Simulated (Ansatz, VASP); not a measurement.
**Two plane-wave programs on CdSe**

File INCAR:

```
SYSTEM = CdSe
  ALGO = Normal
  EDIFF = 1E-6
  ENCUT = 520
  GGA = RP
  ISIF = 2
  ISMEAR = -1
  IVDW = 13
  LASPH = .True.
  LCHARG = .False.
  LREAL = .False.
  LWAVE = .False.
  NBANDS = 26
  NELM = 80
  PREC = Accurate
  SIGMA = 0.05
```

KPOINTS

```
k-points
0
Gamma
  7 7 4
  0 0 0
```

POSCAR

```
CdSe
1.0
    4.2711400700      0.0000000000      0.0000000000
   -2.1355700350      3.6989158038      0.0000000000
    0.0000000000      0.0000000000      6.9728844864
Cd Se
2 2
Direct
    0.6666666667      0.3333333333      0.5000000000
    0.3333333333      0.6666666667      0.0000000000
    0.6666666667      0.3333333333      0.8850000000
    0.3333333333      0.6666666667      0.3850000000
```

input.yaml

```yaml
crystal:
  lattice:
    - [4.27114007, 0.0, 0.0]
    - [-2.135570035, 3.6989158038, 0.0]
    - [0.0, 0.0, 6.9728844864]
  atoms:
    - { symbol: Cd, position: [0.6666666667, 0.3333333333, 0.5] }
    - { symbol: Cd, position: [0.3333333333, 0.6666666667, 0.0] }
    - { symbol: Se, position: [0.6666666667, 0.3333333333, 0.885] }
    - { symbol: Se, position: [0.3333333333, 0.6666666667, 0.385] }
hamiltonian:
  xc: rpbe
  pseudopotentials: { kind: paw }
  dispersion: d4
kpoints:
  mp_grid: { grid: [7, 7, 4] }
scf:
  occupations: { method: fermi_dirac, width: 0.05 }
output:
  forces: true
  stress: true
  eigenvalues: true
```

Alike in both runs: task single point; functional RPBE; dispersion D4; k mesh 7 × 7 × 4; occupations fermi-dirac, width 0.05 eV; no spin polarisation.

```csv
,VASP,Ansatz
version,VASP 6.6.1,Ansatz 0.2.0
potentials or method,"VASP PAW PBE potentials, release 64 (Cd, Se)",Ansatz PAW
plane-wave cutoff (eV),520,420
valence electrons in the cell,36,72
```

```csv
,VASP,Ansatz,Ansatz less VASP
gap on the k mesh at the Fermi level (eV),0.92,0.92,+0.001
least direct gap on the mesh (eV),0.92,0.92,+0.001
pressure (GPa),2.4,2.1,-0.35
"traceless stress, the component that is largest in VASP (GPa)",-1.76,-1.70,+0.057
rms of the force components (eV/Å),0.182,0.176,-0.0065
```

VASP's potentials were made for PBE, not for RPBE. Atom by atom the forces differ by 0.006 eV/Å (rms over components). VASP's potentials hold 36 valence electrons a cell and Ansatz's 72, so a difference there can come from the potentials and not from the codes.

Noted on Ansatz's run: odd divisions of the mesh miss points on the zone boundary, where band edges often lie, so the gap on the mesh can be too wide.
